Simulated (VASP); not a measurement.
# NbTe2 (NbTe2 monolayer) in VASP: single point with LDA

Aim: the single point of NbTe2 (NbTe2 monolayer) with LDA.

Everything below comes from runs of VASP 6.6.1. Logs are shortened: lines on timing, memory, paths and dates and some standing lists are left out, and cuts for length are marked.

**1. The cell of the first run**

The cell holds a slab with vacuum, 3 atoms: a = 3.720 Å, b = 3.720 Å, c = 18.637 Å, α = 90.00°, β = 90.00°, γ = 120.00°.

**2. Single point, LDA**

Input file INCAR:

```
SYSTEM = NbTe2
  ALGO = Normal
  EDIFF = 1E-6
  ENCUT = 400
  GGA = CA
  GGA_COMPAT = .FALSE.
  ISIF = 2
  ISMEAR = -1
  LASPH = .TRUE.
  LCHARG = .FALSE.
  LREAL = .FALSE.
  LWAVE = .FALSE.
  NBANDS = 20
  NELM = 120
  NELMDL = -8
  PREC = Accurate
  SIGMA = 0.02
```

Input file KPOINTS:

```
k-points
0
G
  10 10 1
  0 0 0
```

Input file POSCAR:

```
NbTe2
1.0
    3.7204640793      0.0000000000      0.0000000000
   -1.8602320396      3.2220164065      0.0000000000
    0.0000000000      0.0000000000     18.6365772019
Te Nb
2 1
Direct
    0.3342870000      0.6766620000      0.5963340000
    0.6759410000      0.3433960000      0.4007340000
    0.0065970000      0.0032740000      0.4999780000
```

Potentials or basis: VASP PAW LDA potentials, release 64 (Te, Nb_sv).

Launch:

```bash
$ cat potpaw_LDA.64/Te/POTCAR potpaw_LDA.64/Nb_sv/POTCAR > POTCAR
$ mpirun -np 1 vasp_std > vasp.out
```

OUTCAR:

```text
SYSTEM = NbTe2
   EDIFF = 1E-6
   ENCUT = 400
   GGA = CA
   ISIF = 2
   ISMEAR = -1
   LASPH = .TRUE.
   LREAL = .FALSE.
   NELM = 120
   NELMDL = -8
   PREC = Accurate

 ion  position               nearest neighbor table
   1  0.334  0.677  0.596-   3 2.77   3 2.81   3 2.82
   2  0.676  0.343  0.401-   3 2.82   3 2.84   3 2.84
   3  0.007  0.003  0.500-   1 2.77   1 2.81   1 2.82   2 2.82   2 2.84   2 2.84

  LATTYP: Found a hexagonal cell.
 ALAT       =     3.7204640793
 C/A-ratio  =     5.0092076700

  Lattice vectors:

 A1 = (   3.7204640793,   0.0000000000,   0.0000000000)
 A2 = (  -1.8602320396,   3.2220164065,   0.0000000000)
 A3 = (   0.0000000000,   0.0000000000,  18.6365772019)

Analysis of symmetry for initial positions (statically):
=====================================================================
 Subroutine PRICEL returns:
 Original cell was already a primitive cell.

 Routine SETGRP: Setting up the symmetry group for a
 hexagonal supercell.

 Subroutine GETGRP returns: Found  1 space group operations
 (whereof  1 operations were pure point group operations)
 out of a pool of 24 trial point group operations.

The static configuration has the point symmetry C_1 .

Analysis of symmetry for dynamics (positions and initial velocities):
=====================================================================
 Subroutine PRICEL returns:
 Original cell was already a primitive cell.

 Routine SETGRP: Setting up the symmetry group for a
 hexagonal supercell.

 Subroutine GETGRP returns: Found  1 space group operations
 (whereof  1 operations were pure point group operations)
 out of a pool of 24 trial point group operations.

The dynamic configuration has the point symmetry C_1 .

 Subroutine INISYM returns: Found  1 space group operations
 (whereof  1 operations are pure point group operations),
 and found     1 'primitive' translations

----------------------------------------------------------------------------------------

                                     Primitive cell

  volume of cell :     223.4040

  direct lattice vectors                    reciprocal lattice vectors
     3.720464079  0.000000000  0.000000000     0.268783673  0.155182326  0.000000000
    -1.860232040  3.222016406  0.000000000     0.000000000  0.310364652  0.000000000
     0.000000000  0.000000000 18.636577202     0.000000000  0.000000000  0.053657922

  length of vectors
     3.720464079  3.720464079 18.636577202     0.310364652  0.310364652  0.053657922

  position of ions in fractional coordinates (direct lattice)
     0.334287000  0.676662000  0.596334000
     0.675941000  0.343396000  0.400734000
     0.006597000  0.003274000  0.499978000

  ion indices of the primitive-cell ions
   primitive index   ion index
                 1           1
                 2           2
                 3           3

----------------------------------------------------------------------------------------

 KPOINTS: k-points

Automatic generation of k-mesh.
 Grid dimensions read from file:
 generate k-points for:   10   10    1

 Generating k-lattice:

  Cartesian coordinates                     Fractional coordinates (reciprocal lattice)
     0.026878367  0.015518233  0.000000000     0.100000000  0.000000000  0.000000000
     0.000000000  0.031036465  0.000000000     0.000000000  0.100000000  0.000000000
     0.000000000  0.000000000  0.053657922     0.000000000  0.000000000  1.000000000

  Length of vectors
     0.031036465  0.031036465  0.053657922

  Shift w.r.t. Gamma in fractional coordinates (k-lattice)
     0.000000000  0.000000000  0.000000000

 Subroutine IBZKPT returns following result:
 ===========================================

 Found     52 irreducible k-points:

 Following reciprocal coordinates:
            Coordinates               Weight
  0.000000  0.000000  0.000000      1.000000
  0.100000 -0.000000  0.000000      2.000000
  0.000000  0.100000  0.000000      2.000000
 -0.100000  0.100000  0.000000      2.000000
  0.200000 -0.000000  0.000000      2.000000
  0.000000  0.200000  0.000000      2.000000
[... 16 lines left out ...]
 -0.200000  0.300000  0.000000      2.000000
  0.100000  0.200000  0.000000      2.000000
 [... further k-points ...]
   k-points           NKPTS =     52   k-points in BZ     NKDIM =     52   number of bands    NBANDS=     20
   number of dos      NEDOS =    301   number of ions     NIONS =      3
   total plane-waves  NPLWV =  72576
   dimension x,y,z NGX =    24 NGY =   24 NGZ =  126
   dimension x,y,z NGXF=    48 NGYF=   48 NGZF=  252
   ions per type =               2   1
   NGX,Y,Z   is equivalent  to a cutoff of  10.72, 10.72, 11.24 a.u.
   NGXF,Y,Z  is equivalent  to a cutoff of  21.45, 21.45, 22.48 a.u.
 SYSTEM =  NbTe2
   PREC   = accura    normal or accurate (medium, high low for compatibility)
   ISTART =      0    job   : 0-new  1-cont  2-samecut
   ICHARG =      2    charge: 1-file 2-atom 10-const
   ISPIN  =      1    spin polarized calculation?
   LNONCOLLINEAR =      F non collinear calculations
   LSORBIT =      F    spin-orbit coupling
   LASPH  =      T    aspherical Exc in radial PAW
   ENCUT  =  400.0 eV  29.40 Ry    5.42 a.u.   6.07  6.07 30.39*2*pi/ulx,y,z
   NELM   =    120;   NELMIN=  2; NELMDL= -8     # of ELM steps
   EDIFF  = 0.1E-05   stopping-criterion for ELM
   LREAL  =      F    real-space projection
   EDIFFG = 0.1E-04   stopping-criterion for IOM
   NSW    =      0    number of steps for IOM
   IBRION =     -1    ionic relax: 0-MD 1-quasi-New 2-CG
   NFREE  =      0    steps in history (QN), initial steepest desc. (CG)
   ISIF   =      2    stress and relaxation
   ISYM   =      2    0-nonsym 1-usesym 2-fastsym
   POTIM  = 0.5000    time-step for ionic-motion
   TEBEG  =    0.0;   TEEND  =   0.0 temperature during run
   PSTRESS=    0.0 pullay stress
   NELECT =      25.0000    total number of electrons
   NUPDOWN=      -1.0000    fix difference up-down
   EMIN   =  10.00;   EMAX   =-10.00  energy-range for DOS
   EFERMI =   0.00;   METHOD = LEGACY
   ISMEAR =    -1;   SIGMA  =   0.02  broadening in eV -4-tet -1-fermi 0-gaus
   EFERMI_NEDOS =   21; number of points for ismear=-14 and -15
   IALGO  =     38    algorithm
   IMIX   =      4    mixing-type and parameters
     AMIX     =   0.40;   BMIX     =  1.00
     AMIX_MAG =   1.60;   BMIX_MAG =  1.00
  volume/ion in A,a.u.               =      74.47       502.53
  Fermi-wavevector in a.u.,A,eV,Ry     =   0.788905  1.490814  8.467865  0.622370
  Thomas-Fermi vector in A             =   1.893940
   LORBIT       =      0    0 simple, 1 ext, 2 COOP (PROOUT), +10 PAW based schemes
   GGA     = CA    functional components
   LHFCALC =     F    Hartree Fock is set to
   AEXX    =    0.0000 exact exchange contribution
   IVDW    =     0    specifies the selected vdW correction
   LEPSILON=     F    determine dielectric tensor
   LRPA    =     F    only Hartree local field effects (RPA)
 non-spin polarized calculation
  energy-cutoff  :      400.00
  volume of cell :      223.40
 maximum number of plane-waves:      4100
   NGX = 13   NGY = 13   NGZ = 61

 number of electron      24.9999998 magnetization

 Free energy of the ion-electron system (eV)
  ---------------------------------------------------
  ext. energy  EPLUGINS =         0.00000000
  ---------------------------------------------------
  free energy    TOTEN  =       -19.82798575 eV

  energy without entropy =      -19.81742922  energy(sigma->0) =      -19.82270748

 E-fermi :  -0.4268     XC(G=0):  -4.3915

 val. band max:       -0.4294565029   @ k =   0.1000   0.3000   0.0000
 cond. band min:      -0.4256931354   @ k =   0.1000   0.2000   0.0000
 fundamental gap:      0.0037633675
 Fermi energy:        -0.4268272162

 k-point     1 :       0.0000    0.0000    0.0000
  band No.  band energies     occupation
      1     -55.4700      2.00000
      2     -31.6903      2.00000
      3     -31.6809      2.00000
      4     -31.6449      2.00000
      5     -12.6688      2.00000
      6     -11.8554      2.00000
[... 12 lines left out ...]
     19       4.1279      0.00000
     20       4.8934      0.00000

 k-point     2 :       0.1000   -0.0000    0.0000
  band No.  band energies     occupation
      1     -55.4692      2.00000
      2     -31.6962      2.00000
      3     -31.6891      2.00000
      4     -31.6423      2.00000
      5     -12.5509      2.00000
      6     -11.7931      2.00000
[... 12 lines left out ...]
     19       4.2979      0.00000
     20       5.1073      0.00000

 k-point     3 :       0.0000    0.1000    0.0000
  band No.  band energies     occupation
      1     -55.4692      2.00000
      2     -31.6983      2.00000
      3     -31.6871      2.00000
      4     -31.6423      2.00000
      5     -12.5506      2.00000
      6     -11.7936      2.00000
[... 12 lines left out ...]
     19       4.2985      0.00000
     20       5.1084      0.00000

 k-point     4 :      -0.1000    0.1000    0.0000
  band No.  band energies     occupation
      1     -55.4692      2.00000
      2     -31.7017      2.00000
      3     -31.6836      2.00000
      4     -31.6424      2.00000
      5     -12.5502      2.00000
      6     -11.7941      2.00000
[... 12 lines left out ...]
     19       4.2996      0.00000
     20       5.1095      0.00000

 k-point     5 :       0.2000   -0.0000    0.0000
  band No.  band energies     occupation
      1     -55.4671      2.00000
      2     -31.7241      2.00000
      3     -31.6980      2.00000
      4     -31.6355      2.00000
      5     -12.2182      2.00000
      6     -11.6186      2.00000
[... 12 lines left out ...]
     19       4.7546      0.00000
     20       5.5410      0.00000
[... 353 lines left out ...]
      6     -11.4691      2.00000
[... 12 lines left out ...]
     19       5.1687      0.00000
     20       5.9105      0.00000

 k-point    22 :      -0.3000    0.2000    0.0000
  band No.  band energies     occupation
      1     -55.4654      2.00000
      2     -31.7515      2.00000
      3     -31.7003      2.00000
      4     -31.6299      2.00000
      5     -11.9136      2.00000
      6     -11.4691      2.00000
[... 12 lines left out ...]
     19       5.1697      0.00000
     20       5.9135      0.00000

 k-point    23 :      -0.2000    0.3000    0.0000
  band No.  band energies     occupation
      1     -55.4654      2.00000
      2     -31.7529      2.00000
      3     -31.6990      2.00000
      4     -31.6299      2.00000
      5     -11.9122      2.00000
      6     -11.4710      2.00000
[... 12 lines left out ...]
     19       5.1728      0.00000
     20       5.9121      0.00000

 k-point    24 :       0.1000    0.2000    0.0000
  band No.  band energies     occupation
      1     -55.4654      2.00000
      2     -31.7448      2.00000
      3     -31.7070      2.00000
      4     -31.6298      2.00000
      5     -11.9162      2.00000
      6     -11.4653      2.00000
[... 12 lines left out ...]
     19       5.1631      0.00000
     20       5.9133      0.00000

 [... further k-points ...]
[... 5 lines left out ...]
  --------------------------------------------------------------------------------------
  -------------------------------------------------------------------------------------
  Total       -3.0318507     -3.0578949     -1.7231759     -0.0540353     -0.0182081      0.2449903
  in kB      -21.7433960    -21.9301765    -12.3580280     -0.3875229     -0.1305822      1.7569864
  external PRESSURE =     -18.6772002 kB  Pullay stress =       0.0000000 kB

 VOLUME and BASIS-vectors are now :
 -----------------------------------------------------------------------------
  energy-cutoff  :      400.00
  volume of cell :      223.40
      direct lattice vectors                 reciprocal lattice vectors
     3.720464079  0.000000000  0.000000000     0.268783673  0.155182326  0.000000000
    -1.860232040  3.222016406  0.000000000     0.000000000  0.310364652  0.000000000
     0.000000000  0.000000000 18.636577202     0.000000000  0.000000000  0.053657922

 POSITION                                       TOTAL-FORCE (eV/Angst)
 -----------------------------------------------------------------------------------
     -0.01505      2.18022     11.11362         0.125228     -0.069891     -0.241864
      1.87602      1.10643      7.46831        -0.010901     -0.057988      0.655461
      0.01845      0.01055      9.31788        -0.114327      0.127879     -0.413597
 -----------------------------------------------------------------------------------
    total drift:                                0.000174      0.000046      0.000075

  FREE ENERGIE OF THE ION-ELECTRON SYSTEM (eV)
  ---------------------------------------------------
  free  energy   TOTEN  =       -19.8279857462 eV

  energy  without entropy=      -19.8174292155  energy(sigma->0) =      -19.82270748
```

It took 6 min on 1 thread of AMD EPYC 7R13 (Zen 3), shared host; peak memory 0.27 GiB.

What came out:

* Free energy: -19.8280 eV
* Largest force: 0.658 eV/Å

Forces in eV/Å, atoms in the order of the input:
```
Te   0.125 -0.070 -0.242
Te  -0.011 -0.058  0.655
Nb  -0.114  0.128 -0.414
```

Levels at points of the mesh, in eV from the Fermi level:
```
           k point  band 9  band 10  band 11  band 12  band 13  band 14  band 15  band 16  band 17  band 18
(0.00, 0.00, 0.00)   -2.05    -1.82    -0.03     0.07     0.09     1.02     1.03     3.71     3.76     4.11
(0.50, 0.00, 0.00)   -3.04    -2.35    -1.83    -0.84    -0.57     1.41     1.90     3.45     3.56     4.40
(0.00, 0.50, 0.00)   -3.03    -2.33    -1.85    -0.83    -0.59     1.41     1.90     3.48     3.56     4.41
(0.50, 0.50, 0.00)   -3.01    -2.31    -1.87    -0.84    -0.60     1.41     1.90     3.48     3.56     4.43
```

Caveat: spin-orbit coupling is left out, which moves the levels of the heavy elements.
